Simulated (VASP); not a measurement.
Here is a VASP 6.6.1 calculation.

File INCAR:

```
  PREC = Accurate
  ENCUT = 500
  EDIFF = 1E-6
  ISMEAR = 1
  SIGMA = 0.1
  LREAL = F
  LASPH = T
  NELM = 120
  ALGO = Normal
  ISIF = 2
  LWAVE = F
  LCHARG = F
  GGA = CA
  NBANDS = 22
  GGA_COMPAT = F
```

Contents of KPOINTS:

```
Automatic mesh
0
Gamma
  10 10 5
```

The input POSCAR:

```
Rh
1.0
    2.7309800000      0.0000000000      0.0000000000
   -1.3654900000      2.3650980572      0.0000000000
    0.0000000000      0.0000000000      4.4284900000
Rh
2
Direct
    0.6666666667      0.3333333333      0.7500000000
    0.3333333333      0.6666666667      0.2500000000
```

Potentials or basis: VASP PAW LDA potentials, release 64 (Rh_pv).

Run with:

```bash
$ cat potpaw_LDA.64/Rh_pv/POTCAR > POTCAR
$ mpirun -np 1 vasp_std > vasp.out
```

What does it give for the pressure?

-18.8 GPa.

Estimate the band gap on the k mesh.

zero (bands 15 and 16 overlap by 2.18 eV).

Stress tensor (GPa, compression positive):
```
-19.01   0.00   0.00
  0.00 -19.01   0.00
  0.00   0.00 -18.32
```

Caveat: the cell stands under tension.
